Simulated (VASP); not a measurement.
## PdRh: single point with LDA

PdRh:

```
Pd Rh
1.0
     1.37921    0.79629    4.49525
    -1.37921    0.79629    4.49525
     0.00000   -1.59258    4.49525
Pd Rh
1 1
Direct
  0.00000 0.00000 0.00000
  0.50000 0.50000 0.50000
```

```json
{"Program": "VASP 6.6.1", "Task": "single point", "Functional": "LDA", "Potentials or basis": "VASP PAW LDA potentials, release 64 (Pd, Rh_pv)", "Cutoff": "500 eV", "k mesh": "9 × 9 × 9", "Occupations": "gaussian, width 0.1 eV", "Spin": "no spin polarisation"}
```

- Pressure: -16.9 GPa
- Band gap on the k mesh: zero (an odd number of electrons rules out a gap without spin polarisation)

Stress tensor (GPa, compression positive):
```
-16.65   0.00   0.00
  0.00 -16.65   0.00
  0.00   0.00 -17.34
```

Levels at points of the mesh, in eV from the Fermi level:
```tsv
k point	band 9	band 10	band 11	band 12	band 13	band 14	band 15	band 16	band 17	band 18
(0.00, 0.00, 0.00)	-2.75	-2.75	-1.12	-1.12	0.32	0.32	0.86	7.55	15.90	16.59
```

Run time: 3.3 min on 1 thread of AMD EPYC 7R13, with other jobs on the host, peak memory 0.17 GiB.

Caveat: the cell stands under tension.
